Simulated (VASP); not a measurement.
## W: single point with PBE

W:

```
W
1.0
    -1.64995    1.60332    1.64190
     1.64672   -1.61981    1.65515
     1.71384    1.68370   -1.65838
W
1
Direct
  0.00000 0.00000 0.00000
```

This cell differs from its parent crystal: strained.

```yaml
Program: VASP 6.6.1
Task: single point
Functional: PBE
Potentials_or_basis: VASP PAW PBE potentials, release 64 (W_sv)
Cutoff: 520 eV
k_mesh: 16 × 16 × 16
Occupations: gaussian, width 0.1 eV
Spin: no spin polarisation
```

```
Pressure               : -27.9 GPa
Band gap on the k mesh : zero (band 7 reaches 13.39 eV, above the bottom of band 8 at 8.77 eV)
```

Stress tensor (GPa, compression positive):
```
-31.01  -3.28   0.08
 -3.28 -26.08   0.78
  0.08   0.78 -26.59
```

Levels at points of the mesh, in eV from the Fermi level:
| k point | band 5 | band 6 | band 7 | band 8 | band 9 | band 10 |
| --- | --- | --- | --- | --- | --- | --- |
| (0.00, 0.00, 0.00) | -8.85 | -1.32 | -1.11 | -0.67 | 1.82 | 2.10 |
| (0.50, 0.00, 0.00) | -5.40 | -3.10 | 0.49 | 1.92 | 2.62 | 5.06 |
| (0.00, 0.50, 0.00) | -5.43 | -2.87 | 0.28 | 1.63 | 2.53 | 4.97 |
| (0.50, 0.50, 0.00) | -5.38 | -2.81 | 0.57 | 1.45 | 2.32 | 5.22 |
| (0.00, 0.00, 0.50) | -5.50 | -2.99 | 0.01 | 1.89 | 2.82 | 4.77 |
| (0.50, 0.00, 0.50) | -5.43 | -2.87 | 0.26 | 1.64 | 2.55 | 4.92 |
| (0.00, 0.50, 0.50) | -5.43 | -3.14 | 0.34 | 2.03 | 2.74 | 4.94 |
| (0.50, 0.50, 0.50) | -4.83 | -4.78 | 3.85 | 4.23 | 4.59 | 6.86 |

Run time: 2.8 min on 1 thread of Intel(R) Xeon(R) 6975P-C (Granite Rapids), on a shared host, peak memory 0.53 GiB.

Caveat: the cell differs from its parent crystal (strained); spin-orbit coupling is left out, which moves the levels of the heavy elements.
